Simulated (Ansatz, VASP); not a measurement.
# One calculation of Sn, two programs

Contents of INCAR:

```
SYSTEM = Sn
ALGO     = Fast           ! electronic algorithm
EDIFF    = 1E-6           ! SCF threshold, eV
ENCUT    = 520            ! plane-wave cutoff, eV
GGA      = PE             ! functional
ISIF     = 2              ! what is computed and relaxed
ISMEAR   = 0              ! smearing method
IVDW     = 12             ! dispersion correction
LASPH    = .True.         ! aspherical terms in the spheres
LCHARG   = .False.        ! write CHGCAR
LREAL    = .False.        ! projectors in reciprocal space
LWAVE    = .False.        ! write WAVECAR
NBANDS   = 21             ! bands
NELM     = 80             ! most SCF steps
PREC     = Accurate       ! precision mode
SIGMA    = 0.15           ! smearing width, eV
```

KPOINTS

```
k-points
0
Gamma
  18 18 12
  0 0 0
```

Contents of POSCAR:

```
Sn
1.0
   -1.7544065422      1.7546136957     -2.1674907473
   -1.7544065422      1.7546136957      2.1674907473
    3.5088130844      3.5092273914      0.0000000000
Sn
2
Direct
    0.0705289106      0.0705289106     -0.0000082855
    0.4294710894      0.4294710894      0.5000082855
```

Input for Ansatz:

```yaml
crystal:
  lattice:
    - [-1.7544065422, 1.7546136957, -2.1674907473]
    - [-1.7544065422, 1.7546136957, 2.1674907473]
    - [3.5088130844, 3.5092273914, 0.0]
  atoms:
    - { symbol: Sn, position: [0.0705289106, 0.0705289106, -8.2855e-06] }
    - { symbol: Sn, position: [0.4294710894, 0.4294710894, 0.5000082855] }
basis:
  ecutwfc: 420
kpoints:
  mp_grid: { grid: [18, 18, 12] }
hamiltonian:
  xc: pbe
  dispersion: d3bj
scf:
  occupations: { method: gaussian, width: 0.15 }
output:
  forces: true
  stress: true
  eigenvalues: true
```

Change from the starting cell: mode 1 (-6.9 1/cm) frozen in, largest displacement +0.350 Å.

Alike in both runs: task single point; functional PBE; dispersion D3(BJ); k mesh 18 × 18 × 12; occupations gaussian, width 0.15 eV; no spin polarisation.

```csv
,VASP,Ansatz
version,VASP 6.6.1,Ansatz 0.2.0
potentials or method,"VASP PAW PBE potentials, release 64 (Sn_d), cutoff 520 eV","scalar-relativistic, plane waves, PAW"
valence electrons in the cell,28,28
```

Ansatz gave:

| Property | Result |
| --- | --- |
| gap on the k mesh at the Fermi level (eV) | none |
| pressure (GPa) | 1.4 |
| traceless stress, the component that is largest in VASP (GPa) | 1.16 |
| rms of the force components (eV/Å) | 0.156 |

Which values does VASP return?

gap on the k mesh at the Fermi level (eV): none; pressure (GPa): 1.4; traceless stress, the component that is largest in VASP (GPa): 1.16; rms of the force components (eV/Å): 0.157.

Atom by atom the forces differ by 0.001 eV/Å (rms over components). A gap of «none» marks a metal or a gap that the smearing closes.
